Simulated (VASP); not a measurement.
Here is a VASP 6.6.1 calculation.

Contents of INCAR:

```
SYSTEM = InSb
ALGO = Normal ; EDIFF = 1E-8
ENCUT = 520 ; GGA = PE
ISIF = 2 ; ISMEAR = -1
LASPH = .True. ; LCHARG = .False.
LEFG = .True. ; LREAL = .False.
LWAVE = .False. ; NBANDS = 16
NELM = 60 ; PREC = Accurate
SIGMA = 0.02
```

KPOINTS

```
k-points
0
Gamma
  12 12 12
  0 0 0
```

Contents of POSCAR:

```
InSb
1.0
    0.0000000000      3.2391000000      3.2391000000
    3.2391000000      0.0000000000      3.2391000000
    3.2391000000      3.2391000000      0.0000000000
In Sb
1 1
Direct
    0.0000000000      0.0000000000      0.0000000000
    0.7500000000      0.7500000000      0.7500000000
```

Potentials or basis: VASP PAW PBE potentials, release 64 (In_d, Sb).

Run with:

```sh
$ cat potpaw_PBE.64/In_d/POTCAR potpaw_PBE.64/Sb/POTCAR > POTCAR
$ mpirun -np 1 vasp_std > vasp.out
```

(1) What does it give for the pressure?

(2) What does it give for the band gap on the k mesh?

Results:

(1) 3.1 GPa.

(2) zero (filled and empty bands touch).

Caveat: the cell stands under pressure; semilocal functionals underestimate gaps, so a narrow gap can read as zero; spin-orbit coupling is left out, which moves the levels of the heavy elements.
